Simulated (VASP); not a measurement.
# AlN (I4/mmm) in VASP: notebook, part 2 of 2

VASP 6.6.1. Earlier steps stand in the parts before.

## (3) Single point, LDA

The COD entry that gives the cell may itself be a prediction, so a difference from it is no test against experiment.

This run uses another cell than the first one, of 7.84 Å³/atom, 1.013 times its volume.

The input, INCAR:

```
SYSTEM = AlN
PREC = Accurate ; ENCUT = 520
EDIFF = 1E-7 ; ISMEAR = -1
SIGMA = 0.02 ; LREAL = .FALSE.
LASPH = .TRUE. ; NELM = 100
ALGO = Normal ; ISIF = 2
LWAVE = .FALSE. ; LCHARG = .FALSE.
NBANDS = 11
```

The input, KPOINTS:

```
regular mesh
0
G
  8 8 8
  0 0 0
```

The input, POSCAR:

```
AlN
1.0
    0.0000000000      1.9952533333      1.9690000000
    1.9952533333      0.0000000000      1.9690000000
    1.9952533333      1.9952533333      0.0000000000
Al N
1 1
Direct
    0.0000000000      0.0000000000      0.0000000000
    0.5000000000      0.5000000000      0.5000000000
```

Potentials or basis: VASP PAW LDA potentials, release 64 (Al, N).

Command:

```console
$ cat potpaw_LDA.64/Al/POTCAR potpaw_LDA.64/N/POTCAR > POTCAR
$ mpirun -np 1 vasp_std > vasp.out
```

Run time: 4.3 s. Hardware: 1 thread of Intel Xeon 6975P-C, shared host; peak memory 0.13 GiB.

The run converged. Its results:

| Quantity | Value |
| --- | --- |
| Free energy | -16.2141 eV |
| Pressure | 9.2 GPa |
| Band gap on the k mesh | 4.86 eV, indirect (least direct gap 6.52 eV) |

Stress tensor (GPa, compression positive):
```
 7.54  0.00  0.00
 0.00  7.54  0.00
 0.00  0.00 12.58
```

Levels at points of the mesh, in eV from the valence-band top:
| k point | band 1 | band 2 | band 3 | band 4 | band 5 | band 6 | band 7 | band 8 | band 9 |
| --- | --- | --- | --- | --- | --- | --- | --- | --- | --- |
| (0.00, 0.00, 0.00) | -17.93 | -0.10 | 0.00 | 0.00 | 6.52 | 12.09 | 12.09 | 12.28 | 17.52 |
| (0.50, 0.00, 0.00) | -14.38 | -8.72 | -1.24 | -1.19 | 6.43 | 11.05 | 11.37 | 13.88 | 16.43 |
| (0.50, 0.50, 0.00) | -13.21 | -7.76 | -3.05 | -3.05 | 4.86 | 4.98 | 14.62 | 17.70 | 17.70 |
| (0.50, 0.00, 0.50) | -13.33 | -7.83 | -3.03 | -2.86 | 4.99 | 5.11 | 14.45 | 17.61 | 18.07 |

A k mesh can miss the band edges. As with any semilocal functional, this LDA gap is likely too small.

## (4) Single point, LDA

This run uses another cell than the first one, of 7.94 Å³/atom, 1.027 times its volume.

The input, INCAR:

```
PREC = Accurate
ENCUT = 520
EDIFF = 1E-6
ISMEAR = -1
SIGMA = 0.02
LREAL = F
LASPH = T
NELM = 60
ALGO = Normal
ISIF = 2
LWAVE = F
LCHARG = F
GGA = CA
NBANDS = 11
```

The input, KPOINTS:

```
regular mesh
0
Gamma
  8 8 8
```

The input, POSCAR:

```
AlN
1.0
    0.0000000000      2.0083800000      1.9690000000
    2.0083800000      0.0000000000      1.9690000000
    2.0083800000      2.0083800000      0.0000000000
Al N
1 1
Direct
    0.0000000000      0.0000000000      0.0000000000
    0.5000000000      0.5000000000      0.5000000000
```

Potentials or basis: VASP PAW LDA potentials, release 64 (Al, N).

Command:

```console
$ cat potpaw_LDA.64/Al/POTCAR potpaw_LDA.64/N/POTCAR > POTCAR
$ mpirun -np 1 vasp_std > vasp.out
```

OUTCAR:

```text
PREC = Accurate
   ENCUT = 520
   EDIFF = 1E-6
   ISMEAR = -1
   LREAL = F
   LASPH = T
   NELM = 60
   ISIF = 2
   GGA = CA

 ion  position               nearest neighbor table
   1  0.000  0.000  0.000-   2 1.97   2 1.97   2 2.01   2 2.01   2 2.01   2 2.01
   2  0.500  0.500  0.500-   1 1.97   1 1.97   1 2.01   1 2.01   1 2.01   1 2.01

  LATTYP: Found a body centered tetragonal cell.
 ALAT       =     2.8402782344
 C/A-ratio  =     1.3864838847

  Lattice vectors:

 A1 = (   0.0000000000,  -2.0083800000,  -1.9690000000)
 A2 = (   0.0000000000,   2.0083800000,  -1.9690000000)
 A3 = (   2.0083800000,   0.0000000000,   1.9690000000)

Analysis of symmetry for initial positions (statically):
=====================================================================
 Subroutine PRICEL returns:
 Original cell was already a primitive cell.

 Routine SETGRP: Setting up the symmetry group for a
 body centered tetragonal supercell.

 Subroutine GETGRP returns: Found 16 space group operations
 (whereof 16 operations were pure point group operations)
 out of a pool of 16 trial point group operations.

[... 165 lines left out ...]
 cond. band min:      14.9547898929   @ k =   0.5000   0.5000   0.0000
 fundamental gap:      4.6733681952
 Fermi energy:        10.7532300699

 k-point     1 :       0.0000    0.0000    0.0000
  band No.  band energies     occupation
      1      -7.5410      2.00000
      2      10.1357      2.00000
      3      10.2814      2.00000
      4      10.2814      2.00000
      5      16.5805      0.00000
      6      22.2924      0.00000
      7      22.2924      0.00000
      8      22.5629      0.00000
      9      27.7169      0.00000
     10      27.8205      0.00000
     11      28.5027      0.00000
[... 309 lines left out ...]
 k-point    24 :       0.3750   -0.0000    0.1250
  band No.  band energies     occupation
      1      -5.1231      2.00000
      2       4.0490      2.00000
      3       8.5131      2.00000
      4       8.8103      2.00000
      5      17.8095      0.00000
      6      20.4690      0.00000
      7      21.7493      0.00000
      8      23.1495      0.00000
      9      26.9408      0.00000
     10      29.4013      0.00000
     11      30.2796      0.00000

 [... further k-points ...]
[... 5 lines left out ...]
  --------------------------------------------------------------------------------------
  -------------------------------------------------------------------------------------
  Total        0.2939911      0.2939911      0.9957800      0.0000000     -0.0000000      0.0000000
  in kB       29.6535903     29.6535903    100.4399515      0.0000000     -0.0000000      0.0000000
  external PRESSURE =      53.2490441 kB  Pullay stress =       0.0000000 kB

 VOLUME and BASIS-vectors are now :
 -----------------------------------------------------------------------------
  energy-cutoff  :      520.00
  volume of cell :       15.88
      direct lattice vectors                 reciprocal lattice vectors
     0.000000000  2.008380000  1.969000000    -0.248956871  0.248956871  0.253936008
     2.008380000  0.000000000  1.969000000     0.248956871 -0.248956871  0.253936008
     2.008380000  2.008380000  0.000000000     0.248956871  0.248956871 -0.253936008

 POSITION                                       TOTAL-FORCE (eV/Angst)
 -----------------------------------------------------------------------------------
      0.00000      0.00000      0.00000         0.000000     -0.000000      0.000000
      2.00838      2.00838      1.96900         0.000000      0.000000     -0.000000
 -----------------------------------------------------------------------------------
    total drift:                               -0.000000     -0.000000      0.000000

  FREE ENERGIE OF THE ION-ELECTRON SYSTEM (eV)
  ---------------------------------------------------
  free  energy   TOTEN  =       -16.2210457917 eV

  energy  without entropy=      -16.2210457917  energy(sigma->0) =      -16.22104579
```

Wall time 4.3 s (1 thread of Intel Xeon 6975P-C, shared host); peak memory 0.13 GiB.

Results:

| Item | Value |
| --- | --- |
| Free energy | -16.2210 eV |
| Pressure | 5.3 GPa |
| Band gap on the k mesh | 4.67 eV, indirect (least direct gap 6.30 eV) |

Stress tensor (GPa, compression positive):
```
 2.97  0.00  0.00
 0.00  2.97  0.00
 0.00  0.00 10.04
```

## (5) Summary

| cell | gap on the mesh (eV) | pressure (GPa) |
| --- | --- | --- |
| a = 2.794, b = 2.794, c = 2.803 Å, angles 59.9, 59.9, 60.2°, 2 atoms | 5.01 | 13.4 |
| a = 2.803, b = 2.803, c = 2.822 Å, angles 59.8, 59.8, 60.4°, 2 atoms | 4.86 | 9.2 |
| a = 2.813, b = 2.813, c = 2.840 Å, angles 59.7, 59.7, 60.7°, 2 atoms | 4.67 | 5.3 |

Alike in all rows: task single point; level LDA; potentials or basis VASP PAW LDA potentials, release 64 (Al, N); no spin polarisation; k mesh 8 × 8 × 8; cutoff (eV) 520; smearing fermi-dirac 0.02 eV.

Total energies depend on the potentials used, so only differences within one code and one set of settings carry meaning.
